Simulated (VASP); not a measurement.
## Li2Se: electric field gradients with LDA

Crystal: Li2Se.

```xyz
3
Lattice="0.0000 3.0125 3.0125 3.0125 0.0000 3.0125 3.0125 3.0125 0.0000" Properties=species:S:1:pos:R:3 pbc="T T T"
Li    1.5062    1.5062    1.5062
Li    4.5187    4.5187    4.5187
Se    0.0000    0.0000    0.0000
```

This cell differs from its parent crystal: volume scaled by 1.01.

| Property | Result |
| --- | --- |
| Program | VASP 6.6.1 |
| Task | electric field gradients |
| Functional | LDA |
| Potentials or basis | VASP PAW LDA potentials, release 64 (Li_sv, Se) |
| Cutoff | 650 eV |
| k mesh | 9 × 9 × 9 |
| Occupations | fermi-dirac, width 0.03 eV |
| Spin | no spin polarisation |
| Dipole correction | no |
| Further INCAR settings | ALGO = Normal; EDIFF = 1e-08; NBANDS = 13 |

```
Pressure               : -2.9 GPa
Band gap on the k mesh : 2.90 eV, indirect (least direct gap 3.17 eV)
```

Levels at points of the mesh, in eV from the valence-band top:
```csv
k point,band 3,band 4,band 5,band 6,band 7,band 8,band 9,band 10
"(0.00, 0.00, 0.00)",-11.39,0.00,0.00,0.00,3.17,5.47,5.47,5.47
```

Wall time 16 s on 1 thread of Intel(R) Xeon(R) 6975P-C (Granite Rapids) (shared host), peak memory 0.18 GiB.

Caveat: without QUAD_EFG the Cq values of the log hold for a quadrupole moment of 1 mb, not for the nuclei. A k mesh can miss the band edges.
